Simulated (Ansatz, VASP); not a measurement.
## SnSe in VASP and in Ansatz

INCAR

```
PREC = Accurate ; ENCUT = 520
EDIFF = 1E-7 ; ISMEAR = 0
SIGMA = 0.05 ; LREAL = F
LASPH = T ; NELM = 60
ALGO = Normal ; ISIF = 2
LWAVE = F ; LCHARG = F
GGA = PE ; NBANDS = 17
```

The input KPOINTS:

```
Automatic mesh
0
Gamma
  10 10 10
```

File POSCAR:

```
SnSe
1.0
    0.0000000000      3.0100000000      3.0100000000
    3.0100000000      0.0000000000      3.0100000000
    3.0100000000      3.0100000000      0.0000000000
Sn Se
1 1
Direct
    0.0249169435      0.0249169435     -0.0249169435
    0.5000000000      0.5000000000      0.5000000000
```

Input for Ansatz:

```yaml
crystal:
  lattice:
    - [0.0, 3.01, 3.01]
    - [3.01, 0.0, 3.01]
    - [3.01, 3.01, 0.0]
  atoms:
    - { symbol: Sn, position: [0.0249169435, 0.0249169435, -0.0249169435] }
    - { symbol: Se, position: [0.5, 0.5, 0.5] }
basis:
  ecutwfc: 420
kpoints:
  mp_grid: { grid: [10, 10, 10] }
hamiltonian:
  xc: pbe
scf:
  occupations: { method: gaussian, width: 0.05 }
output:
  forces: true
  stress: true
  eigenvalues: true
  populations: true
```

Change from the starting cell: one atom moved.

Alike in both runs: task single point; functional PBE; k mesh 10 × 10 × 10; occupations gaussian, width 0.05 eV; no spin polarisation.

```csv
,VASP,Ansatz
version,VASP 6.6.1,Ansatz 0.2.0
potentials or method,"VASP PAW PBE potentials, release 64 (Sn_d, Se), cutoff 520 eV","scalar-relativistic, plane waves, PAW"
valence electrons in the cell,20,30
```

|  | VASP | Ansatz | Ansatz less VASP |
| --- | --- | --- | --- |
| gap on the k mesh at the Fermi level (eV) | 0.57 | 0.57 | -0.002 |
| least direct gap on the mesh (eV) | 0.66 | 0.66 | 0.000 |
| pressure (GPa) | 1.4 | 1.4 | 0.00 |
| traceless stress, the component that is largest in VASP (GPa) | 0.44 | 0.44 | -0.009 |
| rms of the force components (eV/Å) | 0.036 | 0.033 | -0.0030 |

Atom by atom the forces differ by 0.003 eV/Å (rms over components). The functional is the same, so the differences come from potentials, cutoffs and numerics. VASP's potentials hold 20 valence electrons a cell and Ansatz's 30, so a difference there can come from the potentials and not from the codes.
